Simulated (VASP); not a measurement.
**Si3Ge3N8: single point with PBE**

Si3Ge3N8:

```
CELL_PARAMETERS angstrom
7.83629 0.00000 0.01494
0.00000 2.99250 0.00000
-3.90521 0.00000 6.76214
ATOMIC_POSITIONS crystal
Si 0.59750 0.50000 0.82727
Si 0.82239 0.00000 0.22916
Si 0.76490 0.00000 0.59436
Ge 0.22805 0.50000 0.40441
Ge 0.16986 0.50000 0.76521
Ge 0.41358 0.00000 0.17598
N 0.34301 0.50000 0.67308
N 0.67857 0.00000 0.34178
N 0.69763 0.50000 0.66836
N 0.67229 0.00000 0.96929
N 0.01832 0.00000 0.69924
N 0.95763 0.50000 0.29539
N 0.29825 0.00000 0.32726
N 0.33802 0.50000 0.02919
```

```yaml
Program: VASP 6.6.1
Task: single point
Functional: PBE
Potentials_or_basis: VASP PAW PBE potentials, release 64 (Si, Ge_d, N)
Cutoff: 520 eV
k_mesh: 4 × 8 × 4
Occupations: fermi-dirac, width 0.02 eV
Spin: no spin polarisation
```

- Pressure: 5.6 GPa
- Largest force: 0.125 eV/Å
- Band gap on the k mesh: 3.40 eV (least direct gap 3.45 eV)

Forces in eV/Å, atoms in the order of the input:
```
Si  -0.015  0.000  0.055
Si   0.027  0.000  0.008
Si  -0.082  0.000  0.007
Ge   0.019  0.000 -0.018
Ge  -0.038  0.000 -0.066
Ge   0.017  0.000 -0.025
N    0.082  0.000  0.066
N    0.079  0.000  0.063
N   -0.014  0.000  0.020
N    0.023  0.000  0.023
N   -0.119  0.000 -0.039
N   -0.052  0.000 -0.022
N    0.039  0.000 -0.021
N    0.034  0.000 -0.052
```

Stress tensor (GPa, compression positive):
```
5.47 0.00 0.03
0.00 5.77 0.00
0.03 0.00 5.45
```

Levels at points of the mesh, in eV from the valence-band top:
```csv
k point,band 44,band 45,band 46,band 47,band 48,band 49,band 50,band 51
"(0.00, 0.00, 0.00)",-0.79,-0.40,-0.34,-0.05,3.40,4.04,4.24,4.43
"(0.50, 0.00, 0.00)",-1.26,-0.51,-0.23,-0.09,3.88,4.34,4.61,4.64
"(0.00, 0.50, 0.00)",-1.34,-1.28,-1.16,-1.14,4.41,4.53,4.62,4.76
"(0.50, 0.50, 0.00)",-1.33,-1.19,-0.92,-0.89,4.35,4.48,5.15,5.69
"(0.00, 0.00, 0.50)",-1.18,-0.63,-0.23,-0.08,3.97,4.40,4.48,4.51
"(0.50, 0.00, 0.50)",-1.21,-0.60,-0.25,-0.07,3.92,4.31,4.51,4.68
"(0.00, 0.50, 0.50)",-1.32,-1.15,-0.99,-0.86,4.26,4.53,5.32,5.75
"(0.50, 0.50, 0.50)",-1.27,-1.20,-0.94,-0.85,4.20,4.58,5.24,5.61
```

It took 17 min on 1 thread of Intel Xeon 8259CL (shared host), peak memory 0.5 GiB.

Caveat: the cell stands under pressure. A k mesh can miss the band edges.
